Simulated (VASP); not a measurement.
I:

```
I
1.0
     3.63503   -2.39502    0.00000
     3.63503    2.39502    0.00000
     0.00000    0.00000    9.79344
I
4
Direct
  0.64930 0.35070 0.38440
  0.14930 0.85070 0.11560
  0.35070 0.64930 0.61560
  0.85070 0.14930 0.88440
```

Base run:

```yaml
Program: VASP 6.6.1
Functional: LDA
Potentials_or_basis: VASP PAW LDA potentials, release 64 (I)
Cutoff: 520 eV
k_mesh: 7 × 7 × 3
Occupations: fermi-dirac, width 0.05 eV
Spin: no spin polarisation
```

Its results: band gap on the k mesh 1.24 eV (least direct gap 1.31 eV); pressure -0.9 GPa; largest force 0.727 eV/Å.

Question: The run is repeated on the same cell with these changes: functional from LDA to BLYP; potentials or basis from VASP PAW LDA potentials, release 64 (I) to VASP PAW PBE potentials, release 64 (I). What comes out?

Answer: Band gap on the k mesh 1.32 eV (least direct gap 1.41 eV); pressure 3.9 GPa; largest force 1.121 eV/Å.

Caveats: spin-orbit coupling is left out, which moves the levels of the heavy elements; the cell stands under pressure (at least some runs); this functional lacks dispersion, which holds the molecules together, so the pressure and a relaxed volume are unreliable (at least some runs); the PAW data sets were made with another functional, which shifts forces and pressure a little (at least some runs).

A k mesh can miss the band edges.
